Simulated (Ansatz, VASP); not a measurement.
# Two plane-wave programs on CuAu

```
Cu Au
1.0
     2.80000    0.00000    0.00000
     0.00000    2.80000    0.00000
     0.00000    0.00000    3.67000
Cu Au
1 1
Direct
  0.50000 0.50000 0.50000
  0.00000 0.00000 0.00000
```

Alike in both runs: task single point; functional RPBE; k mesh 6 × 6 × 4; no spin polarisation.

|  | VASP | Ansatz |
| --- | --- | --- |
| version | VASP 6.6.1 | Ansatz 0.2.0 |
| potentials or method | VASP PAW PBE potentials, release 64 (Cu, Au), cutoff 520 eV | scalar-relativistic, plane waves, PAW |
| occupations | methfessel-paxton of order 1, width 0.0057 eV | cold, width 0.0057 eV |
| valence electrons in the cell | 22 | 38 |

```csv
,VASP,Ansatz,Ansatz less VASP
gap on the k mesh at the Fermi level (eV),none,none,-
pressure (GPa),11.8,11.8,+0.02
"traceless stress, the component that is largest in VASP (GPa)",-3.09,-3.23,-0.134
```

VASP's potentials were made for PBE, not for RPBE. A gap of «none» marks a metal or a gap that the smearing closes. VASP's potentials hold 22 valence electrons a cell and Ansatz's 38, so a difference there can come from the potentials and not from the codes.

The k mesh is coarse, so the values compare programs but aren't converged. Neither program's run includes spin-orbit coupling.
